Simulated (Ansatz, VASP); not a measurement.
Hf in VASP and in Ansatz

INCAR

```
  PREC = Accurate
  ENCUT = 520
  EDIFF = 1E-8
  ISMEAR = -1
  SIGMA = 0.05
  LREAL = F
  LASPH = T
  NELM = 80
  ALGO = Normal
  ISIF = 2
  LWAVE = F
  LCHARG = F
  GGA = CA
  LEFG = T
  NBANDS = 11
```

Contents of KPOINTS:

```
regular mesh
0
Gamma
  14 14 14
```

Contents of POSCAR:

```
Hf
1.0
   -1.7674920948      1.7674920948      1.7674920948
    1.7674920948     -1.7674920948      1.7674920948
    1.7674920948      1.7674920948     -1.7674920948
Hf
1
Direct
    0.0000000000      0.0000000000      0.0000000000
```

Input for Ansatz:

```yaml
crystal:
  lattice:
    - [-1.7674920948, 1.7674920948, 1.7674920948]
    - [1.7674920948, -1.7674920948, 1.7674920948]
    - [1.7674920948, 1.7674920948, -1.7674920948]
  atoms:
    - { symbol: Hf, position: [0.0, 0.0, 0.0] }
kpoints:
  mp_grid: { grid: [14, 14, 14] }
  band_path:
    path:
      - [0.0, 0.0, 0.0]
      - [0.5, -0.5, 0.5]
      - [0.0, 0.0, 0.5]
      - [0.0, 0.0, 0.0]
      - [0.25, 0.25, 0.25]
      - [0.5, -0.5, 0.5]
      - [0.25, 0.25, 0.25]
      - [0.0, 0.0, 0.5]
    npoints: 8
scf:
  occupations: { method: fermi_dirac, width: 0.05 }
hamiltonian:
  xc: lda
  pseudopotentials: { kind: paw }
output:
  forces: true
  stress: true
  eigenvalues: true
  efg: { contact_densities: true }
  populations: true
  bader: true
  dos: { projected: true, de: 0.2, e_range: [-14, 8] }
```

Alike in both runs: task electric field gradients; functional LDA; k mesh 14 × 14 × 14; occupations fermi-dirac, width 0.05 eV; no spin polarisation.

```csv
,VASP,Ansatz
version,VASP 6.6.1,Ansatz 0.2.0
potentials or method,"VASP PAW LDA potentials, release 64 (Hf_pv)","PAW with Ansatz's default frozen-core files, scalar-relativistic"
plane-wave cutoff (eV),520,420
valence electrons in the cell,10,26
```

|  | VASP | Ansatz | Ansatz less VASP |
| --- | --- | --- | --- |
| pressure (GPa) | -7.9 | -7.9 | -0.07 |

LDA's correlation is that of Perdew and Zunger in VASP and of Perdew and Wang (1992) in Ansatz. VASP's potentials hold 10 valence electrons a cell and Ansatz's 26, so a difference there can come from the potentials and not from the codes.

Neither program's run includes spin-orbit coupling.
